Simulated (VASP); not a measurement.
Write the native input for VASP 6.6.1 that does the following.

```
Task                   : single point
Functional             : PBE
Potentials or basis    : VASP PAW PBE potentials, release 64 (Si, C)
Cutoff                 : 520 eV
k mesh                 : 12 × 12 × 12
Occupations            : gaussian, width 0.05 eV
Spin                   : no spin polarisation
Dipole correction      : no
Further INCAR settings : ALGO = Normal; EDIFF = 1e-06; NBANDS = 11
```

The structure of SiC lies in POSCAR:

```
SiC
1.0
    0.0000000000      1.9919499511      2.5895349364
    1.9919499511      0.0000000000      2.5895349364
    1.9919499511      1.9919499511      0.0000000000
Si C
1 1
Direct
    0.0000000000      0.0000000000      0.0000000000
    0.7500000000      0.7500000000      0.7500000000
```

This cell differs from its parent crystal: ratio of the length along z to the lengths across it x 1.3, volume and fractional coordinates fixed.

One way to write it, as run:

INCAR

```
SYSTEM = SiC
ALGO = Normal ; EDIFF = 1E-6
ENCUT = 520 ; GGA = PE
ISIF = 2 ; ISMEAR = 0
LASPH = .TRUE. ; LCHARG = .FALSE.
LREAL = .FALSE. ; LWAVE = .FALSE.
NBANDS = 11 ; NELM = 80
PREC = Accurate ; SIGMA = 0.05
```

KPOINTS

```
k-points
0
G
  12 12 12
  0 0 0
```

Potentials or basis: VASP PAW PBE potentials, release 64 (Si, C).

Launch:

```bash
$ cat potpaw_PBE.64/Si/POTCAR potpaw_PBE.64/C/POTCAR > POTCAR
$ mpirun -np 1 vasp_std > vasp.out
```

Results of the run:

```
Pressure               : 1.9 GPa
Band gap on the k mesh : zero (band 4 reaches 9.59 eV, above the bottom of band 5 at 9.19 eV)
```

Wall time 63 s on 1 thread of AMD EPYC 7R13 (shared host), peak memory 0.13 GiB.
